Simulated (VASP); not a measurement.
# NiO (Fmm2) in VASP: single point with PBE

Aim: the single point of NiO with PBE.

Everything below comes from runs of VASP 6.6.1. Logs are shortened: lines on timing, memory, paths and dates and some standing lists are left out, and cuts for length are marked.

## Step 1: The cell of the first run

The structure is orthorhombic, space group Fmm2 (No. 42). Conventional cell: a = 3.530 Å, b = 6.786 Å, c = 4.490 Å, α = 90.00°, β = 90.00°, γ = 90.00°. Ni (site symmetry mm2) has 3 O at 1.81 to 1.85 Å within 2.4 Å. O (site symmetry mm2) has 3 Ni at 1.81 to 1.85 Å within 2.4 Å.

## Step 2: Single point, PBE

File INCAR:

```
SYSTEM = NiO
PREC = Accurate
ENCUT = 700
EDIFF = 1E-6
ISMEAR = 0
SIGMA = 0.2
LREAL = .False.
LASPH = .True.
NELM = 120
ALGO = Normal
ISIF = 2
LWAVE = .False.
LCHARG = .True.
GGA = PE
LELF = .True.
LVHAR = .True.
NBANDS = 32
GGA_COMPAT = .False.
```

File KPOINTS:

```
Automatic mesh
0
Gamma
  8 6 4
  0 0 0
```

File POSCAR:

```
NiO
1.0
   -1.7651599711      0.0000000000     -2.2450606805
    1.7651599711      3.3931508422      0.0000000000
    3.5303199422     -3.3931508422     -2.2450606805
Ni O
2 2
Direct
    0.8695855654      0.6231951885      0.6231951885
    0.3695855654      0.1231951885      0.1231951885
    0.4867034246      0.8289011415      0.8289011415
    0.9867034246      0.3289011415      0.3289011415
```

Potentials or basis: VASP PAW PBE potentials, release 64 (Ni_sv_GW, O).

Command:

```bash
$ cat potpaw_PBE.64/Ni_sv_GW/POTCAR potpaw_PBE.64/O/POTCAR > POTCAR
$ mpirun -np 1 vasp_std > vasp.out
```

OUTCAR:

```text
SYSTEM = NiO
   PREC = Accurate
   ENCUT = 700
   EDIFF = 1E-6
   ISMEAR = 0
   LREAL = .False.
   LASPH = .True.
   NELM = 120
   ISIF = 2
   GGA = PE

 ion  position               nearest neighbor table
   1  0.870  0.623  0.623-   3 1.81   4 1.81   3 1.85
   2  0.370  0.123  0.123-   4 1.81   3 1.81   4 1.85
   3  0.487  0.829  0.829-   1 1.81   2 1.81   1 1.85
   4  0.987  0.329  0.329-   2 1.81   1 1.81   2 1.85

  LATTYP: Found a triclinic cell.
 ALAT       =    11.0056671808
 B/A-ratio  =     0.6689955657
 C/A-ratio  =     1.1642687268
 COS(alpha) =     0.0128935745
 COS(beta)  =     0.5542513485
 COS(gamma) =     0.8378127491

  Lattice vectors:

 A1 = (  -3.5303199422,  10.1794525266,  -2.2450606805)
 A2 = (   1.7651599711,   6.7863016844,  -2.2450606805)
 A3 = ( -12.3561197977,   3.3931508422,   0.0000000000)

Analysis of symmetry for initial positions (statically):
=====================================================================
 Subroutine PRICEL returns following result:

  LATTYP: Found a face centered orthorhombic cell.
 ALAT       =     3.5303199422
 B/A-ratio  =     1.2718737776
 C/A-ratio  =     1.9222908392

  Lattice vectors:

 A1 = (  -0.0000000000,   3.3931508422,  -2.2450606805)
 A2 = (   1.7651599711,   3.3931508422,   0.0000000000)
 A3 = (   1.7651599711,   0.0000000000,  -2.2450606805)

   2 primitive cells build up your supercell.

 Routine SETGRP: Setting up the symmetry group for a
 triclinic supercell.

 Subroutine GETGRP returns: Found  1 space group operations
 (whereof  1 operations were pure point group operations)
 out of a pool of  2 trial point group operations.

The static configuration has the point symmetry C_1 .

Analysis of symmetry for dynamics (positions and initial velocities):
=====================================================================
 Subroutine PRICEL returns following result:

  LATTYP: Found a face centered orthorhombic cell.
 ALAT       =     3.5303199422
 B/A-ratio  =     1.2718737776
 C/A-ratio  =     1.9222908392

  Lattice vectors:

 A1 = (  -0.0000000000,   3.3931508422,  -2.2450606805)
 A2 = (   1.7651599711,   3.3931508422,   0.0000000000)
 A3 = (   1.7651599711,   0.0000000000,  -2.2450606805)

[... 104 lines left out ...]
   LNONCOLLINEAR =      F non collinear calculations
   LSORBIT =      F    spin-orbit coupling
   LASPH  =      T    aspherical Exc in radial PAW
   ENCUT  =  700.0 eV  51.45 Ry    7.17 a.u.   6.16  8.25 11.62*2*pi/ulx,y,z
   NELM   =    120;   NELMIN=  2; NELMDL= -5     # of ELM steps
   EDIFF  = 0.1E-05   stopping-criterion for ELM
   LREAL  =      F    real-space projection
   EDIFFG = 0.1E-04   stopping-criterion for IOM
   NSW    =      0    number of steps for IOM
   IBRION =     -1    ionic relax: 0-MD 1-quasi-New 2-CG
   NFREE  =      0    steps in history (QN), initial steepest desc. (CG)
   ISIF   =      2    stress and relaxation
   ISYM   =      2    0-nonsym 1-usesym 2-fastsym
   POTIM  = 0.5000    time-step for ionic-motion
   TEBEG  =    0.0;   TEEND  =   0.0 temperature during run
   PSTRESS=    0.0 pullay stress
   NELECT =      48.0000    total number of electrons
   NUPDOWN=      -1.0000    fix difference up-down
   EMIN   =  10.00;   EMAX   =-10.00  energy-range for DOS
   EFERMI =   0.00;   METHOD = LEGACY
   ISMEAR =     0;   SIGMA  =   0.20  broadening in eV -4-tet -1-fermi 0-gaus
   EFERMI_NEDOS =   21; number of points for ismear=-14 and -15
   IALGO  =     38    algorithm
   IMIX   =      4    mixing-type and parameters
     AMIX     =   0.40;   BMIX     =  1.00
     AMIX_MAG =   1.60;   BMIX_MAG =  1.00
  volume/ion in A,a.u.               =      13.45        90.74
  Fermi-wavevector in a.u.,A,eV,Ry     =   1.576147  2.978487 33.800142  2.484240
  Thomas-Fermi vector in A             =   2.677024
   LORBIT       =      0    0 simple, 1 ext, 2 COOP (PROOUT), +10 PAW based schemes
   GGA     = PE    functional components
   LHFCALC =     F    Hartree Fock is set to
   AEXX    =    0.0000 exact exchange contribution
   IVDW    =     0    specifies the selected vdW correction
   LEPSILON=     F    determine dielectric tensor
   LRPA    =     F    only Hartree local field effects (RPA)
 non-spin polarized calculation
 Gauss-broadening in eV      SIGMA  =   0.20
  energy-cutoff  :      700.00
  volume of cell :       53.79
 maximum number of plane-waves:      2282
 NGX is ok and might be reduce to    28
   NGX = 13   NGY = 17   NGZ = 23

 number of electron      48.0000004 magnetization

 Free energy of the ion-electron system (eV)
  ---------------------------------------------------
  ext. energy  EPLUGINS =         0.00000000
  ---------------------------------------------------
  free energy    TOTEN  =       -24.40218389 eV

  energy without entropy =      -24.30903211  energy(sigma->0) =      -24.35560800

 E-fermi :   2.9704     XC(G=0): -10.3038

 val. band max:        2.9656000509   @ k =   0.5000   0.3333   0.5000
 cond. band min:       2.9730689311   @ k =  -0.2500   0.3333   0.0000
 fundamental gap:      0.0074688802
 Fermi energy:         2.9703521864

 k-point     1 :       0.0000    0.0000    0.0000
  band No.  band energies     occupation
      1    -100.3152      2.00000
      2    -100.3132      2.00000
      3     -61.1887      2.00000
      4     -61.1768      2.00000
      5     -60.8916      2.00000
      6     -60.8765      2.00000
[... 829 lines left out ...]
     31      14.2538      0.00000
     32      14.3834      0.00000

 [... further k-points ...]

------------------------ aborting loop because EDIFF is reached ----------------------------------------

  FORCE on cell =-STRESS in cart. coord.  units (eV):
  Direction    XX          YY          ZZ          XY          YZ          ZX
  --------------------------------------------------------------------------------------
  -------------------------------------------------------------------------------------
  Total        0.0290751     -0.2855874     -0.1567023      0.0011383     -0.0002145      0.0257718
  in kB        0.8660769     -8.5069572     -4.6677821      0.0339082     -0.0063893      0.7676806
  external PRESSURE =      -4.1028875 kB  Pullay stress =       0.0000000 kB

 VOLUME and BASIS-vectors are now :
 -----------------------------------------------------------------------------
  energy-cutoff  :      700.00
  volume of cell :       53.79
      direct lattice vectors                 reciprocal lattice vectors
    -1.765159971  0.000000000 -2.245060680    -0.141630223  0.073677833 -0.334066694
     1.765159971  3.393150842  0.000000000     0.141630223  0.221033498 -0.111355565
     3.530319942 -3.393150842 -2.245060680     0.141630223 -0.073677833 -0.111355565

 POSITION                                       TOTAL-FORCE (eV/Angst)
 -----------------------------------------------------------------------------------
      1.76516      0.00000     -3.35138        -0.008192     -0.000397      0.014422
      0.00000      0.00000     -1.10632        -0.008192     -0.000397      0.014422
      3.53032      0.00000     -2.95361         0.008192      0.000397     -0.014422
     -0.00000      0.00000     -2.95361         0.008192      0.000397     -0.014422
 -----------------------------------------------------------------------------------
    total drift:                                0.001514     -0.001604     -0.002872

  FREE ENERGIE OF THE ION-ELECTRON SYSTEM (eV)
  ---------------------------------------------------
  free  energy   TOTEN  =       -24.4021838932 eV

  energy  without entropy=      -24.3090321138  energy(sigma->0) =      -24.35560800
```

OSZICAR:

```text
N       E                     dE             d eps       ncg     rms          rms(c)
DAV:   1     0.825034642381E+03    0.82503E+03   -0.32668E+04 10504   0.581E+03
DAV:   2     0.450858245496E+02   -0.77995E+03   -0.74921E+03 12264   0.149E+03
DAV:   3    -0.348298358817E+02   -0.79916E+02   -0.78278E+02 12776   0.474E+02
DAV:   4    -0.380576245640E+02   -0.32278E+01   -0.32246E+01 10032   0.752E+01
DAV:   5    -0.381834196903E+02   -0.12580E+00   -0.12572E+00 10088   0.146E+01    0.306E+01
DAV:   6    -0.450643454006E+02   -0.68809E+01   -0.16369E+02 10848   0.709E+02    0.396E+01
DAV:   7    -0.242812766891E+02    0.20783E+02   -0.68832E+01 10504   0.558E+02    0.556E+00
DAV:   8    -0.245092246427E+02   -0.22795E+00   -0.45918E+00 11376   0.220E+01    0.332E+00
DAV:   9    -0.244261002458E+02    0.83124E-01   -0.33194E-01 12800   0.269E+01    0.182E+00
DAV:  10    -0.244118045123E+02    0.14296E-01   -0.28064E-02 11144   0.273E+00    0.134E+00
DAV:  11    -0.244020678726E+02    0.97366E-02   -0.37991E-02 11984   0.519E+00    0.197E-01
DAV:  12    -0.244020376687E+02    0.30204E-04   -0.17814E-03 11496   0.137E+00    0.106E-01
DAV:  13    -0.244021926436E+02   -0.15497E-03   -0.23623E-04 10984   0.617E-01    0.576E-02
DAV:  14    -0.244021859783E+02    0.66653E-05   -0.42752E-05  9808   0.464E-01    0.381E-02
DAV:  15    -0.244021829207E+02    0.30576E-05   -0.45801E-05 11800   0.237E-01    0.478E-03
DAV:  16    -0.244021838932E+02   -0.97259E-06   -0.12874E-06  5256   0.611E-02
   1 F= -.24402184E+02 E0= -.24355608E+02  d E =-.931518E-01
```

It took 9.3 min on 1 thread of Intel Xeon Platinum 8259CL at 2.50GHz (Skylake/Cascade Lake), shared host; peak memory 0.4 GiB.

Results:

```yaml
Free_energy: -24.4022 eV
Pressure: -0.4 GPa
Largest_force: 0.017 eV/Å
Band_gap_on_the_k_mesh: zero (bands 24 and 25 overlap by 0.45 eV)
```

Forces on the atoms (eV/Å):
```
Ni  -0.008  0.000  0.014
Ni  -0.008  0.000  0.014
O    0.008  0.000 -0.014
O    0.008  0.000 -0.014
```

Stress tensor (GPa, compression positive):
```
 0.09  0.00  0.08
 0.00 -0.85  0.00
 0.08  0.00 -0.47
```

Levels at points of the mesh, in eV from the Fermi level:
| k point | band 21 | band 22 | band 23 | band 24 | band 25 | band 26 | band 27 | band 28 |
| --- | --- | --- | --- | --- | --- | --- | --- | --- |
| (0.00, 0.00, 0.00) | -0.97 | -0.69 | -0.60 | 0.16 | 0.31 | 0.74 | 2.17 | 5.34 |
| (0.50, 0.00, 0.00) | -0.85 | -0.85 | -0.22 | -0.22 | -0.11 | -0.11 | 6.60 | 6.60 |
| (0.00, 0.50, 0.00) | -0.79 | -0.79 | -0.54 | -0.54 | 1.06 | 1.06 | 4.76 | 4.76 |
| (0.50, 0.50, 0.00) | -1.02 | -1.01 | -0.69 | -0.65 | 0.16 | 0.74 | 5.34 | 7.13 |
| (0.00, 0.00, 0.50) | -1.12 | -1.12 | -0.47 | -0.47 | 0.97 | 0.97 | 4.04 | 4.05 |
| (0.50, 0.00, 0.50) | -1.09 | -0.86 | -0.81 | -0.69 | 0.16 | 0.74 | 5.34 | 6.20 |
| (0.00, 0.50, 0.50) | -0.85 | -0.69 | -0.65 | 0.16 | 0.36 | 0.74 | 4.96 | 4.98 |
| (0.50, 0.50, 0.50) | -0.71 | -0.71 | -0.23 | -0.23 | -0.13 | -0.13 | 6.69 | 6.69 |

Caveat: the run has no spin polarisation, though such a crystal can be magnetic; semilocal functionals often make such compounds metallic where correlation or magnetic order opens a gap, which also shifts bond lengths.
